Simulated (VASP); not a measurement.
Set up this calculation in VASP 6.6.1, as the native input.

```
Task                   : single point
Functional             : PBE
Potentials or basis    : VASP PAW PBE potentials, release 64 (Si, C)
Cutoff                 : 520 eV
k mesh                 : 6 × 6 × 6
Occupations            : gaussian, width 0.1 eV
Spin                   : no spin polarisation
Dipole correction      : no
Further INCAR settings : ALGO = Normal; EDIFF = 1e-06; NBANDS = 16
```

The structure of SiC3 lies in POSCAR:

```
SiC3
1.0
    3.5756617821      0.0000000000      0.0000000000
    0.0000000000      3.5756617821      0.0000000000
    0.0000000000      0.0000000000      3.4043554892
Si C
1 3
Direct
    0.0000000000      0.0000000000      0.0000000000
    0.5000000000      0.5000000000      0.1987646050
    0.0000000000      0.0000000000      0.5000000000
    0.5000000000      0.5000000000      0.8012353950
```

One way to write it, as run:

INCAR

```
SYSTEM = SiC3
ALGO = Normal
EDIFF = 1E-6
ENCUT = 520
GGA = PE
ISIF = 2
ISMEAR = 0
LASPH = .TRUE.
LCHARG = .FALSE.
LREAL = .FALSE.
LWAVE = .FALSE.
NBANDS = 16
NELM = 80
PREC = Accurate
SIGMA = 0.1
```

KPOINTS

```
k-points
0
G
  6 6 6
  0 0 0
```

Potentials or basis: VASP PAW PBE potentials, release 64 (Si, C).

The run is started by

```bash
$ cat potpaw_PBE.64/Si/POTCAR potpaw_PBE.64/C/POTCAR > POTCAR
$ mpirun -np 1 vasp_std > vasp.out
```

It gave:

```
Pressure               : 0.2 GPa
Largest force          : 0.087 eV/Å
Band gap on the k mesh : zero (bands 8 and 9 overlap by 2.83 eV)
```

Run time: 28 s on 1 thread of Intel Xeon 8259CL, with other jobs on the host, peak memory 0.16 GiB.
